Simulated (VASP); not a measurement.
Runs of VASP 6.6.1 on Ce. The structure is that of space group Fm-3m (No. 225), or close to it. The cells are those of the table. 

| cell | gap on the mesh (eV) | pressure (GPa) | moment (μB) |
| --- | --- | --- | --- |
| a = 3.352 Å, angles 60.0°, 1 atom | none | -1.0 | (b) |
| a = 3.332 Å, angles 60.0°, 1 atom | none | 0.1 | 0.00 |
| a = 3.596 Å, angles 60.0°, 1 atom | none | -6.0 | 0.00 |
| a = 3.472 Å, angles 60.0°, 1 atom | none | -3.7 | (a) |

Alike in all rows: task single point; level PBE; potentials or basis VASP PAW PBE potentials, release 64 (Ce); spin collinear, ferromagnetic start; k mesh 6 × 6 × 6; cutoff (eV) 500; smearing gaussian 0.05 eV.

Question: Fill in the values left out.

Answer: (a) 0.21; (b) 0.01.

Caveats: some runs use coarse meshes; the magnetic or orbital state may not be the lowest; spin-orbit coupling is left out, which moves the levels of the heavy elements.

A k mesh can miss the band edges, and the runs leave out spin-orbit coupling on Ce.

A gap of «none» marks levels without a gap at the run's occupations.
